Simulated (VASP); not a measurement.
Crystal: As2F.

```
CELL_PARAMETERS angstrom
3.07653 0.00000 0.00000
-1.53827 2.66436 0.00000
0.00000 0.00000 11.96645
ATOMIC_POSITIONS crystal
As 0.33333 0.66667 0.62750
As 0.66667 0.33333 0.12750
As 0.33333 0.66667 0.87250
As 0.66667 0.33333 0.37250
F 0.33333 0.66667 0.25000
F 0.66667 0.33333 0.75000
```

- Program: VASP 6.6.1
- Task: relaxation of cell and atoms
- Functional: PBE
- Potentials or basis: VASP PAW PBE potentials, release 64 (As, F)
- Cutoff: 600 eV
- k mesh: 6 × 6 × 2
- Occupations: gaussian, width 0.1 eV
- Spin: no spin polarisation

At the start: pressure 14.2 GPa; volume 16.35 Å³/atom.

Q: Where does the relaxation end?

A: Over 15 steps the energy falls by 711.2 meV/atom and the volume is 16.22 Å³/atom (-0.8 %); space group P6_3/mmc (No. 194, to 0.1 Å) before and after.

Step by step:
```csv
step,energy change (eV),largest force (eV/Å),pressure (GPa),volume (Å³)
1,0.0000,3.2728,14.21,98.09
2,-1.6129,1.3993,-8.87,120.08
3,-1.6288,1.5376,-7.37,117.39
4,-2.8260,1.2853,-8.07,110.36
5,-1.7663,1.9706,12.26,89.71
6,-3.5125,0.6010,-6.74,103.87
7,-3.5694,0.2946,-5.42,101.39
8,-3.9251,0.7847,8.53,88.17
9,-4.0225,0.1478,3.25,91.69
10,-4.2259,0.0563,1.82,94.42
11,-4.2566,0.0035,1.57,95.85
12,-4.2583,0.0027,1.62,95.65
13,-4.2613,0.1098,-1.21,98.57
14,-4.2668,0.0631,0.00,97.25
15,-4.2673,0.0007,0.00,97.32
```

Final structure:
```cif
data_structure
_symmetry_space_group_name_H-M 'P 1'
_symmetry_Int_Tables_number 1
_cell_length_a 3.0623
_cell_length_b 3.0623
_cell_length_c 11.9838
_cell_angle_alpha 90.000
_cell_angle_beta 90.000
_cell_angle_gamma 120.000
_cell_volume 97.32
loop_
_atom_site_label
_atom_site_type_symbol
_atom_site_fract_x
_atom_site_fract_y
_atom_site_fract_z
_atom_site_occupancy
As1 As 0.33333 0.66667 0.58807 1
As2 As 0.66667 0.33333 0.08807 1
As3 As 0.33333 0.66667 0.91193 1
As4 As 0.66667 0.33333 0.41193 1
F1 F 0.33333 0.66667 0.25000 1
F2 F 0.66667 0.33333 0.75000 1
```

Caveat: the k points lie up to 0.39 Å⁻¹ apart in the final cell, too coarse for converged energies and pressures of a metal.
